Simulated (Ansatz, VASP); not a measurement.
**AlNi: VASP beside Ansatz**

```xyz
2
Lattice="2.8930 0.0000 0.0000 0.0000 2.8930 0.0000 0.0000 0.0000 2.8930" Properties=species:S:1:pos:R:3 pbc="T T T"
Al    0.0000    0.0000    0.0000
Ni    1.4465    1.4465    1.4465
```

Alike in both runs: functional PBE; k mesh 20 × 20 × 20; occupations gaussian, width 0.1 eV; no spin polarisation.

Ansatz relaxed the structure, and its values are those at the end. VASP's run is a single point on that final structure, the one shown.

|  | VASP | Ansatz |
| --- | --- | --- |
| version | VASP 6.6.1 | Ansatz 0.2.0 |
| potentials or method | VASP PAW PBE potentials, release 64 (Al, Ni), cutoff 520 eV | scalar-relativistic, plane waves, PAW |
| valence electrons in the cell | 13 | 21 |

Ansatz gave:

- gap on the k mesh at the Fermi level (eV): none
- pressure (GPa): 0.0

Which values does VASP return?

gap on the k mesh at the Fermi level (eV): none; pressure (GPa): 0.1.

A gap of «none» marks a metal or a gap that the smearing closes. The functional is the same, so the differences come from potentials, cutoffs and numerics. VASP's potentials hold 13 valence electrons a cell and Ansatz's 21, so a difference there can come from the potentials and not from the codes.
